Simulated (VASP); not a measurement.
Wanted: the native input for a VASP 6.6.1 run.

- Task: single point
- Functional: PBEsol
- Potentials or basis: VASP PAW PBE potentials, release 64 (Ga_d)
- Cutoff: 500 eV
- k mesh: 4 × 4 × 4
- Occupations: gaussian, width 0.1 eV
- Spin: no spin polarisation
- Dipole correction: no
- Further INCAR settings: ALGO = Normal; EDIFF = 1e-06; NBANDS = 48

The structure of Ga lies in POSCAR:

```
Ga
1.0
   -2.9924103506      2.9924103506      2.9924103506
    2.9924103506     -2.9924103506      2.9924103506
    2.9924103506      2.9924103506     -2.9924103506
Ga
6
Direct
    0.2500000000      0.1250000000      0.8750000000
    0.1250000000      0.8750000000      0.2500000000
    0.7500000000      0.3750000000      0.6250000000
    0.8750000000      0.2500000000      0.1250000000
    0.6250000000      0.7500000000      0.3750000000
    0.3750000000      0.6250000000      0.7500000000
```

The input as run:

INCAR

```
PREC     = Accurate       # precision mode
ENCUT    = 500            # plane-wave cutoff, eV
EDIFF    = 1E-6           # SCF threshold, eV
ISMEAR   = 0              # smearing method
SIGMA    = 0.1            # smearing width, eV
LREAL    = F              # projectors in reciprocal space
LASPH    = T              # aspherical terms in the spheres
NELM     = 120            # most SCF steps
ALGO     = Normal         # electronic algorithm
ISIF     = 2              # what is computed and relaxed
LWAVE    = F              # write WAVECAR
LCHARG   = T              # write CHGCAR
GGA      = PS             # functional
LELF     = T              # ELF
LVHAR    = T            
NBANDS   = 48             # bands
GGA_COMPAT= F
```

KPOINTS

```
regular mesh
0
Gamma
  4 4 4
```

Potentials or basis: VASP PAW PBE potentials, release 64 (Ga_d).

Command:

```bash
$ cat potpaw_PBE.64/Ga_d/POTCAR > POTCAR
$ mpirun -np 1 vasp_std > vasp.out
```

Results of the run:

```json
{"Pressure": "0.2 GPa", "Band gap on the k mesh": "zero (band 39 reaches 7.74 eV, above the bottom of band 40 at 3.85 eV)"}
```

Caveat: the k points lie up to 0.37 Å⁻¹ apart; the PAW data sets were made with another functional, which shifts forces and pressure a little.

It took 76 s on 1 thread of Intel Xeon 8259CL, on a shared host, peak memory 0.24 GiB.
